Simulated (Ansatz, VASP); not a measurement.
**GaN in VASP and in Ansatz**

```
Ga N
1.0
     3.21843    0.00000    0.00000
    -1.60921    2.78724    0.00000
     0.00000    0.00000    5.24303
Ga N
2 2
Direct
  0.33333 0.66667 0.99913
  0.66667 0.33333 0.49913
  0.27403 0.63702 0.38683
  0.66667 0.33333 0.87587
```

Alike in both runs: task single point; functional PBE; k mesh 12 × 12 × 6; occupations gaussian, width 0.05 eV; no spin polarisation.

```csv
,VASP,Ansatz
version,VASP 6.6.1,Ansatz 0.2.0
potentials or method,"VASP PAW PBE potentials, release 64 (Ga_d, N), cutoff 520 eV","scalar-relativistic, plane waves, PAW"
valence electrons in the cell,36,36
```

|  | VASP | Ansatz | Ansatz less VASP |
| --- | --- | --- | --- |
| gap on the k mesh at the Fermi level (eV) | 1.64 | 1.64 | -0.004 |
| least direct gap on the mesh (eV) | 1.64 | 1.64 | -0.004 |
| pressure (GPa) | 2.1 | 2.1 | -0.01 |
| traceless stress, the component that is largest in VASP (GPa) | 5.73 | 5.85 | +0.127 |
| rms of the force components (eV/Å) | 1.264 | 1.288 | +0.0236 |

Atom by atom the forces differ by 0.024 eV/Å (rms over components).
